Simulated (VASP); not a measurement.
Here is a VASP 6.6.1 calculation.

The input POSCAR:

```
Sb
1.0
    3.0639044000      0.0000000000      0.0000000000
    0.0000000000      3.0639044000      0.0000000000
    0.0000000000      0.0000000000      3.0639044000
Sb
1
Direct
    0.0000000000      0.0000000000      0.0000000000
```

INCAR.step1

```
ALGO     = Normal         # electronic algorithm
EDIFF    = 1E-4           # SCF threshold, eV
ENCUT    = 520            # plane-wave cutoff, eV
GGA      = PE             # functional
ISMEAR   = 0              # smearing method
LASPH    = T              # aspherical terms in the spheres
LCHARG   = F              # write CHGCAR
LREAL    = F              # projectors in reciprocal space
LWAVE    = T              # write WAVECAR
NBANDS   = 8              # bands
NELM     = 60             # most SCF steps
PREC     = Accurate       # precision mode
SIGMA    = 0.1            # smearing width, eV
```

INCAR.step2

```
ALGO     = Normal         # electronic algorithm
EDIFF    = 1E-7           # SCF threshold, eV
ENCUT    = 520            # plane-wave cutoff, eV
ISIF     = 2              # what is computed and relaxed
ISMEAR   = 0              # smearing method
ISTART   = 1            
LASPH    = T              # aspherical terms in the spheres
LCHARG   = F              # write CHGCAR
LMIXTAU  = T            
LREAL    = F              # projectors in reciprocal space
LWAVE    = F              # write WAVECAR
METAGGA  = R2SCAN         # meta-GGA
NBANDS   = 8              # bands
NELM     = 60             # most SCF steps
PREC     = Accurate       # precision mode
SIGMA    = 0.1            # smearing width, eV
```

Contents of KPOINTS:

```
k-points
0
Gamma
  14 14 14
```

Potentials or basis: VASP PAW PBE potentials, release 64 (Sb).

Launch:

```sh
$ cat potpaw_PBE.64/Sb/POTCAR > POTCAR
$ cp INCAR.step1 INCAR
$ mpirun -np 1 vasp_std > vasp.out
$ cp INCAR.step2 INCAR
$ mpirun -np 1 vasp_std > vasp.out
```

(1) Predict the pressure.

Results:

(1) 1.5 GPa.

Caveat: the cell differs from its parent crystal (functional r2SCAN, strained); the PAW data sets were made with another functional, which shifts forces and pressure a little.
